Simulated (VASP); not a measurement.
# C (Immm) in VASP: notebook

Runs on C. Level: PBE. Tasks: single point, relaxation of cell and atoms.

Program: VASP 6.6.1. These are calculated values, not measurements. Logs are shortened: lines on timing, memory, paths and dates and some standing lists are left out, and cuts for length are marked.

## 1. The cell of the first run

Symmetry: Immm, No. 71, orthorhombic system. The conventional cell has a = 1.745 Å, b = 2.057 Å, c = 3.356 Å, α = 90.00°, β = 90.00°, γ = 90.00°. Within 2.3 Å of C (site symmetry mmm) lie 12 C at 1.74 to 2.15 Å.

The cell was generated, and may not be a known phase.

## 2. Single point, PBE

Input file INCAR:

```
ALGO = Normal
EDIFF = 1E-6
ENCUT = 600
GGA = PE
GGA_COMPAT = F
ISIF = 2
ISMEAR = 0
LASPH = T
LCHARG = F
LREAL = F
LWAVE = F
NBANDS = 8
NELM = 120
PREC = Accurate
SIGMA = 0.1
```

Input file KPOINTS:

```
k-points
0
Gamma
  12 12 12
```

Input file POSCAR:

```
C
1.0
   -0.8724921000      1.0287185800      1.6782139400
    0.8724921000     -1.0287185800      1.6782139400
    0.8724921000      1.0287185800     -1.6782139400
C
1
Direct
    0.5000000000      0.0000000000      0.5000000000
```

Potentials or basis: VASP PAW PBE potentials, release 64 (C).

Started as:

```sh
cat potpaw_PBE.64/C/POTCAR > POTCAR
mpirun -np 1 vasp_std > vasp.out
```

OUTCAR:

```text
EDIFF = 1E-6
   ENCUT = 600
   GGA = PE
   ISIF = 2
   ISMEAR = 0
   LASPH = T
   LREAL = F
   NELM = 120
   PREC = Accurate

 ion  position               nearest neighbor table
   1  0.500  0.000  0.500-

  LATTYP: Found a body centered orthorhombic cell.
 ALAT       =     1.7449842000
 B/A-ratio  =     1.1790577588
 C/A-ratio  =     1.9234717885

  Lattice vectors:

 A1 = (  -0.8724921000,   1.0287185800,   1.6782139400)
 A2 = (   0.8724921000,  -1.0287185800,   1.6782139400)
 A3 = (   0.8724921000,   1.0287185800,  -1.6782139400)

Analysis of symmetry for initial positions (statically):
=====================================================================
 Subroutine PRICEL returns:
 Original cell was already a primitive cell.

 Routine SETGRP: Setting up the symmetry group for a
 body centered orthorhombic supercell.

 Subroutine GETGRP returns: Found  8 space group operations
 (whereof  8 operations were pure point group operations)
 out of a pool of  8 trial point group operations.

The static configuration has the point symmetry D_2h.

Analysis of symmetry for dynamics (positions and initial velocities):
=====================================================================
 Subroutine PRICEL returns:
 Original cell was already a primitive cell.

 Routine SETGRP: Setting up the symmetry group for a
 body centered orthorhombic supercell.

 Subroutine GETGRP returns: Found  8 space group operations
 (whereof  8 operations were pure point group operations)
 out of a pool of  8 trial point group operations.

The dynamic configuration has the point symmetry D_2h.

 Subroutine INISYM returns: Found  8 space group operations
 (whereof  8 operations are pure point group operations),
 and found     1 'primitive' translations

----------------------------------------------------------------------------------------

                                     Primitive cell

  volume of cell :       6.0251

  direct lattice vectors                    reciprocal lattice vectors
    -0.872492100  1.028718580  1.678213940     0.000000000  0.486041576  0.297935792
     0.872492100 -1.028718580  1.678213940     0.573071091  0.000000000  0.297935792
     0.872492100  1.028718580 -1.678213940     0.573071091  0.486041576  0.000000000

  length of vectors
     2.153115512  2.153115512  2.153115512     0.570089598  0.645891796  0.751429897

[... 79 lines left out ...]
   LREAL  =      F    real-space projection
   EDIFFG = 0.1E-04   stopping-criterion for IOM
   NSW    =      0    number of steps for IOM
   IBRION =     -1    ionic relax: 0-MD 1-quasi-New 2-CG
   NFREE  =      0    steps in history (QN), initial steepest desc. (CG)
   ISIF   =      2    stress and relaxation
   ISYM   =      2    0-nonsym 1-usesym 2-fastsym
   POTIM  = 0.5000    time-step for ionic-motion
   TEBEG  =    0.0;   TEEND  =   0.0 temperature during run
   PSTRESS=    0.0 pullay stress
   NELECT =       4.0000    total number of electrons
   NUPDOWN=      -1.0000    fix difference up-down
   EMIN   =  10.00;   EMAX   =-10.00  energy-range for DOS
   EFERMI =   0.00;   METHOD = LEGACY
   ISMEAR =     0;   SIGMA  =   0.10  broadening in eV -4-tet -1-fermi 0-gaus
   EFERMI_NEDOS =   21; number of points for ismear=-14 and -15
   IALGO  =     38    algorithm
   IMIX   =      4    mixing-type and parameters
     AMIX     =   0.40;   BMIX     =  1.00
     AMIX_MAG =   1.60;   BMIX_MAG =  1.00
  volume/ion in A,a.u.               =       6.03        40.66
  Fermi-wavevector in a.u.,A,eV,Ry     =   1.428147  2.698807 27.750510  2.039605
  Thomas-Fermi vector in A             =   2.548240
   LORBIT       =      0    0 simple, 1 ext, 2 COOP (PROOUT), +10 PAW based schemes
   GGA     = PE    functional components
   LHFCALC =     F    Hartree Fock is set to
   AEXX    =    0.0000 exact exchange contribution
   IVDW    =     0    specifies the selected vdW correction
   LEPSILON=     F    determine dielectric tensor
   LRPA    =     F    only Hartree local field effects (RPA)
 non-spin polarized calculation
 Gauss-broadening in eV      SIGMA  =   0.10
  energy-cutoff  :      600.00
  volume of cell :        6.03
 maximum number of plane-waves:       214
 NGX is ok and might be reduce to    18
   NGX =  9   NGY =  9   NGZ =  9

 number of electron       4.0000000 magnetization

 Free energy of the ion-electron system (eV)
  ---------------------------------------------------
  ext. energy  EPLUGINS =         0.00000000
  ---------------------------------------------------
  free energy    TOTEN  =        -4.97179940 eV

  energy without entropy =       -4.97027465  energy(sigma->0) =       -4.97103702

 E-fermi :  10.4158     XC(G=0): -13.5869

 val. band max:       10.3963426245   @ k =  -0.2500  -0.3333   0.0833
 cond. band min:      10.4367742058   @ k =   0.4167  -0.3333   0.0833
 fundamental gap:      0.0404315813
 Fermi energy:        10.4158204495

 k-point     1 :       0.0000    0.0000    0.0000
  band No.  band energies     occupation
      1     -11.1671      2.00000
      2      17.5030      0.00000
      3      17.8569      0.00000
      4      24.0565      0.00000
      5      38.0384      0.00000
      6      39.5644      0.00000
      7      43.5444      0.00000
      8      45.9326      0.00000
[... 243 lines left out ...]
 k-point    24 :       0.3333    0.1667   -0.0000
  band No.  band energies     occupation
      1      -4.0768      2.00000
      2       5.1657      2.00000
      3      14.1350      0.00000
      4      19.1165      0.00000
      5      32.5707      0.00000
      6      39.1594      0.00000
      7      44.7979      0.00000
      8      52.4805      0.00000

 [... further k-points ...]

------------------------ aborting loop because EDIFF is reached ----------------------------------------

  FORCE on cell =-STRESS in cart. coord.  units (eV):
  Direction    XX          YY          ZZ          XY          YZ          ZX
  --------------------------------------------------------------------------------------
  -------------------------------------------------------------------------------------
  Total       -1.8767719      0.1325921      3.9234463      0.0000000      0.0000000      0.0000000
  in kB     -499.0644936     35.2584058   1043.3088609      0.0000000      0.0000000      0.0000000
  external PRESSURE =     193.1675910 kB  Pullay stress =       0.0000000 kB

 VOLUME and BASIS-vectors are now :
 -----------------------------------------------------------------------------
  energy-cutoff  :      600.00
  volume of cell :        6.03
      direct lattice vectors                 reciprocal lattice vectors
    -0.872492100  1.028718580  1.678213940     0.000000000  0.486041576  0.297935792
     0.872492100 -1.028718580  1.678213940     0.573071091  0.000000000  0.297935792
     0.872492100  1.028718580 -1.678213940     0.573071091  0.486041576  0.000000000

 POSITION                                       TOTAL-FORCE (eV/Angst)
 -----------------------------------------------------------------------------------
      0.00000      1.02872      0.00000         0.000000      0.000000      0.000000
 -----------------------------------------------------------------------------------
    total drift:                               -0.000000      0.000000      0.000000

  FREE ENERGIE OF THE ION-ELECTRON SYSTEM (eV)
  ---------------------------------------------------
  free  energy   TOTEN  =        -4.9717993958 eV

  energy  without entropy=       -4.9702746467  energy(sigma->0) =       -4.97103702
```

OSZICAR:

```text
N       E                     dE             d eps       ncg     rms          rms(c)
DAV:   1    -0.245455809321E+01   -0.24546E+01   -0.26428E+03  5112   0.521E+02
DAV:   2    -0.498218029498E+01   -0.25276E+01   -0.24399E+01  6000   0.380E+01
DAV:   3    -0.498729585711E+01   -0.51156E-02   -0.51148E-02  5104   0.186E+00
DAV:   4    -0.498729675461E+01   -0.89750E-06   -0.89724E-06  6512   0.228E-02
DAV:   5    -0.498729675378E+01    0.82554E-09   -0.11387E-09  5176   0.125E-04    0.165E+00
DAV:   6    -0.497618780017E+01    0.11109E-01   -0.56883E-03  5224   0.435E-01    0.962E-01
DAV:   7    -0.497176483423E+01    0.44230E-02   -0.93501E-03  5456   0.570E-01    0.800E-02
DAV:   8    -0.497179785813E+01   -0.33024E-04   -0.14941E-04  5072   0.106E-01    0.112E-02
DAV:   9    -0.497179927389E+01   -0.14158E-05   -0.99003E-07  6176   0.979E-03    0.332E-03
DAV:  10    -0.497179939575E+01   -0.12186E-06   -0.21243E-07  2624   0.328E-03
   1 F= -.49717994E+01 E0= -.49710370E+01  d E =-.152475E-02
```

stdout:

```text
POSCAR found type information on POSCAR C
 POSCAR found :  1 types and       1 ions
 scaLAPACK will be used
 LDA part: xc-table for (Slater+PW92), standard interpolation
 POSCAR, INCAR and KPOINTS ok, starting setup
 FFT: planning ... GRIDC
 FFT: planning ... GRID_SOFT
 FFT: planning ... GRID
 WAVECAR not read
 entering main loop
```

Wall time 22 s (1 thread of Intel Xeon 8259CL, shared host); peak memory 0.12 GiB.

What came out:

```yaml
Free_energy: -4.9718 eV
Pressure: 19.3 GPa
Band_gap_on_the_k_mesh: zero (bands 2 and 3 overlap by 14.51 eV)
```

Stress tensor (GPa, compression positive):
```
-49.91   0.00   0.00
  0.00   3.53   0.00
  0.00   0.00 104.33
```

Levels at points of the mesh, in eV from the Fermi level:
| k point | band 1 | band 2 | band 3 | band 4 | band 5 | band 6 |
| --- | --- | --- | --- | --- | --- | --- |
| (0.00, 0.00, 0.00) | -21.58 | 7.09 | 7.44 | 13.64 | 27.62 | 29.15 |
| (0.50, 0.00, 0.00) | -12.03 | -11.10 | 3.73 | 13.24 | 19.39 | 35.05 |
| (0.00, 0.50, 0.00) | -10.28 | -7.45 | 4.61 | 8.51 | 22.29 | 30.61 |
| (0.50, 0.50, 0.00) | -7.36 | -1.91 | 0.12 | 3.19 | 14.42 | 16.24 |
| (0.50, 0.50, 0.50) | -10.74 | -10.67 | 2.21 | 10.49 | 16.31 | 28.82 |

Caveat: the stress differs along the axes, from -50 to 104 GPa.

## 3. Relaxation of cell and atoms, PBE

Input file INCAR:

```
SYSTEM = C
  ALGO = Normal
  EDIFF = 1E-7
  EDIFFG = -0.04
  ENCUT = 600
  GGA = PE
  GGA_COMPAT = .FALSE.
  IBRION = 2
  ISIF = 3
  ISMEAR = 0
  LASPH = .TRUE.
  LCHARG = .FALSE.
  LREAL = .FALSE.
  LWAVE = .FALSE.
  NELM = 120
  NELMIN = 4
  NSW = 90
  PREC = Accurate
  SIGMA = 0.1
```

Input file KPOINTS:

```
k-points
0
G
  12 12 12
  0 0 0
```

POSCAR is that of step 2.

Potentials or basis: VASP PAW PBE potentials, release 64 (C).

Started as:

```sh
cat potpaw_PBE.64/C/POTCAR > POTCAR
mpirun -np 1 vasp_std > vasp.out
```

Wall time 4.6 min (1 thread of Intel Xeon 8259CL, shared host); peak memory 0.12 GiB.

It converged, with:

| Property | Result |
| --- | --- |
| Free energy | -7.9271 eV |
| Relaxed volume | 9.37 Å³/atom |
| Relaxed cell | a = 2.956 Å, b = 2.956 Å, c = 2.956 Å, α = 154.97°, β = 120.19°, γ = 65.86° |
| Space group after relaxing (to 0.1 Å) | Immm (No. 71) |
| Pressure after relaxing | 0.4 GPa |
| Band gap on the k mesh | zero (bands 2 and 3 overlap by 15.45 eV) |

Stress tensor (GPa, compression positive):
```
0.63 0.00 0.00
0.00 0.64 0.00
0.00 0.00 0.07
```

Final structure:
```yaml
crystal:
  lattice:
    - [-0.64050, 1.47388, 2.48133]
    - [0.64050, -1.47388, 2.48133]
    - [0.64050, 1.47388, -2.48133]
  atoms:
    - { symbol: C, position: [0.50000, 0.00000, 0.50000] }
```

Levels at points of the mesh, in eV from the Fermi level:
```
           k point  band 1  band 2  band 3  band 4  band 5
(0.00, 0.00, 0.00)  -17.78   -3.35   -3.19    7.62   15.25
(0.50, 0.00, 0.00)  -16.27   -7.88   -4.16    8.66   15.80
(0.00, 0.50, 0.00)   -9.39    7.66   10.93   11.92   22.86
(0.50, 0.50, 0.00)   -9.29    8.74   10.19   11.11   20.64
(0.50, 0.50, 0.50)  -16.16   -7.86   -4.48    8.25   16.27
```

Caveat: the volume moved by over 15 % at a fixed basis, so the end points are rough.

## 4. Single point, PBE, collinear spin

Input file INCAR:

```
SYSTEM = C
ALGO = Normal
EDIFF = 1E-6
ENCUT = 600
GGA = PE
GGA_COMPAT = .False.
ISIF = 2
ISMEAR = 0
ISPIN = 2
LASPH = .True.
LCHARG = .False.
LORBIT = 11
LREAL = .False.
LWAVE = .False.
MAGMOM = 1
NBANDS = 12
NELM = 200
PREC = Accurate
SIGMA = 0.1
```

Input file KPOINTS:

```
k-points
0
Gamma
  12 12 12
  0 0 0
```

POSCAR is that of step 3.

Started as:

```sh
cat potpaw_PBE.64/C/POTCAR > POTCAR
mpirun -np 1 vasp_std > vasp.out
```

Wall time 76 s (1 thread of Intel Xeon 8259CL, shared host); peak memory 0.15 GiB.

Results (log left out):

```
Free energy                                           : -4.9718 eV
Pressure                                              : 19.3 GPa
Band gap on the k mesh                                : zero (filled and empty bands overlap)
Net moment                                            : 0.00 μB per cell
Valence electrons inside the program's atomic spheres : C 2.18
```

Stress tensor (GPa, compression positive):
```
-49.90   0.00   0.00
  0.00   3.55   0.00
  0.00   0.00 104.34
```

Levels at points of the mesh, in eV from the Fermi level:
Spin up:
```tsv
k point	band 1	band 2	band 3	band 4	band 5	band 6	band 7
(0.00, 0.00, 0.00)	-21.58	7.09	7.44	13.64	27.62	29.15	33.13
(0.50, 0.00, 0.00)	-12.03	-11.10	3.73	13.24	19.39	35.05	38.86
(0.00, 0.50, 0.00)	-10.28	-7.45	4.61	8.51	22.29	30.61	30.87
(0.50, 0.50, 0.00)	-7.36	-1.91	0.12	3.19	14.42	16.24	39.61
(0.50, 0.50, 0.50)	-10.73	-10.67	2.21	10.49	16.31	28.82	38.60
```
Spin down:
```
           k point  band 1  band 2  band 3  band 4  band 5
(0.00, 0.00, 0.00)  -21.58    7.09    7.44   13.64   27.62
(0.50, 0.00, 0.00)  -12.03  -11.10    3.73   13.24   19.39
(0.00, 0.50, 0.00)  -10.28   -7.45    4.61    8.51   22.29
(0.50, 0.50, 0.00)   -7.36   -1.91    0.12    3.19   14.42
(0.50, 0.50, 0.50)  -10.74  -10.67    2.21   10.49   16.31
```

Caveat: the stress differs along the axes, from -50 to 104 GPa.

## 5. Overview

```csv
task,spin,cell,gap on the mesh (eV),pressure (GPa)
single point,off,as given,none,19.3
relaxation of cell and atoms,off,relaxed,none,0.4
single point,collinear,as given,none,19.3
```

Alike in all rows: level PBE; potentials or basis VASP PAW PBE potentials, release 64 (C); k mesh 12 × 12 × 12; cutoff (eV) 600; smearing gaussian 0.1 eV.

Caveats: the stress differs along the axes, from -50 to 104 GPa (at least some runs); the volume moved by over 15 % at a fixed basis, so the end points are rough (at least some runs).

Absolute energies hang on the potentials; compare differences alone.

The gap in the log of VASP goes by the Fermi energy; the results here count the filled bands.